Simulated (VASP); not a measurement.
Runs of VASP 6.6.1 on Tc3Sn. Symmetry: Fm-3m, No. 225, cubic system. Conventional cell: a = 6.344 Å, b = 6.344 Å, c = 6.344 Å, α = 90.00°, β = 90.00°, γ = 90.00°. Within 3.6 Å of Tc (site symmetry -43m) lie 10 Tc at 2.75 to 3.17 Å and 4 Sn at 2.75 Å. Within 3.6 Å of Tc (site symmetry m-3m) lie 8 Tc at 2.75 Å and 6 Sn at 3.17 Å. Sn (site symmetry m-3m) has 14 Tc at 2.75 to 3.17 Å within 3.6 Å. 

```tsv
k mesh	gap on the mesh (eV)	pressure (GPa)
4 × 4 × 4	none	-15.4
8 × 8 × 8	none	-15.8
2 × 2 × 2	none	(a)
5 × 5 × 5	none	-15.8
3 × 3 × 3	none	-17.1
```

Alike in all rows: task single point; level PBEsol+D3(BJ); potentials or basis VASP PAW PBE potentials, release 64 (Tc_pv, Sn_d); no spin polarisation; cell as given; cutoff (eV) 520; smearing fermi-dirac 0.05 eV.

Task: Estimate the missing entries.

Result: (a) -13.2.

Caveats: some runs use coarse meshes; three body term missing; the PAW data sets were made with another functional, which shifts forces and pressure a little; spin-orbit coupling is left out, which moves the levels of the heavy elements; pairwise dispersion overbinds metals, which lowers pressure and volume.

A k mesh can miss the band edges, and the runs leave out spin-orbit coupling on Sn, Tc.

A gap of «none» marks levels without a gap at the run's occupations.
